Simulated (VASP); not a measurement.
Input of a VASP 6.6.1 run:

INCAR

```
SYSTEM = B25N23
PREC     = Accurate       ! precision mode
ENCUT    = 520            ! plane-wave cutoff, eV
EDIFF    = 1E-6           ! SCF threshold, eV
ISMEAR   = 0              ! smearing method
SIGMA    = 0.01           ! smearing width, eV
LREAL    = Auto         
LASPH    = .TRUE.         ! aspherical terms in the spheres
NELM     = 100            ! most SCF steps
ALGO     = Normal         ! electronic algorithm
ISIF     = 2              ! what is computed and relaxed
LWAVE    = .FALSE.        ! write WAVECAR
LCHARG   = .FALSE.        ! write CHGCAR
GGA      = PE             ! functional
IVDW     = 12             ! dispersion correction
NBANDS   = 125            ! bands
```

The input KPOINTS:

```
Automatic mesh
0
Gamma
  2 2 2
  0.5 0.5 0.5
```

Contents of POSCAR:

```
B25N23
1.0
   -6.2652845342     -3.6172637124      3.2948837584
   -7.5183414411      1.4469054850     -3.2948837584
   -2.5061138137     -7.2345274247     -3.2948837584
B N
25 23
Direct
    0.9913902564      0.0054256915      0.0054256915
    0.8277646749      0.7948412908      0.0444778089
    0.8277646749      0.0444778089      0.7948412908
    0.6611556996      0.5867498206      0.0848322719
    0.1576253504      0.2125772201      0.9673394879
    0.6622666097      0.8359259503      0.8359259503
    0.2025069180      0.4305291641      0.7027598323
    0.6611556996      0.0848322719      0.5867498206
    0.2025069180      0.7027598323      0.4305291641
    0.1576253504      0.9673394879      0.2125772201
    0.4951215179      0.3789021579      0.1292738426
    0.4956132287      0.6279245082      0.8776092178
    1.0027631230      0.2480914323      0.7480860728
    0.4956132287      0.8776092178      0.6279245082
    1.0186850748      0.4766433174      0.4766433174
    0.4951215179      0.1292738426      0.3789021579
    1.0027631230      0.7480860728      0.2480914323
    0.3299092227      0.4193664388      0.9238500248
    0.3387358373      0.6633307541      0.6633307541
    0.8251973701      0.2917993670      0.5447427577
    0.3299092227      0.9238500248      0.4193664388
    0.8251973701      0.5447427577      0.2917993670
    0.6616755254      0.3361242851      0.3361242851
    0.3245725665      0.1733293010      0.1733293010
    0.1772778518      0.5138949891      0.5138949891
    0.9440920200      0.3406869395      0.5940899056
    0.9440920200      0.5940899056      0.3406869395
    0.7692671223      0.1408208135      0.6437025581
    0.2869136659      0.7657032665      0.5080173385
    0.7697319161      0.3923155200      0.3923155200
    0.2684587692      0.0220141037      0.2699390293
    0.7692671223      0.6437025581      0.1408208135
    0.2684587692      0.2699390293      0.0220141037
    0.2869136659      0.5080173385      0.7657032665
    0.6064188369      0.9324126055      0.6836074229
    0.6073017838      0.1830816761      0.4334188515
    0.1154646756      0.8087167752      0.2992161805
    0.6073017838      0.4334188515      0.1830816761
    0.0960859174      0.0650020278      0.0650020278
    0.6064188369      0.6836074229      0.9324126055
    0.1154646756      0.2992161805      0.8087167752
    0.4388420470      0.9785959144      0.4767769079
    0.4385445266      0.2269794557      0.2269794557
    0.9384120604      0.8507134509      0.1008771520
    0.4388420470      0.4767769079      0.9785959144
    0.9384120604      0.1008771520      0.8507134509
    0.7726061242      0.8918599532      0.8918599532
    0.4406276211      0.7243651468      0.7243651468
```

Potentials or basis: VASP PAW PBE potentials, release 64 (B, N).

The run is started by

```sh
$ cat potpaw_PBE.64/B/POTCAR potpaw_PBE.64/N/POTCAR > POTCAR
$ mpirun -np 1 vasp_std > vasp.out
```

(1) What does it give for the band gap on the k mesh?

(2) Predict the largest force.

Results:

(1) 1.35 eV.

(2) 0.014 eV/Å.
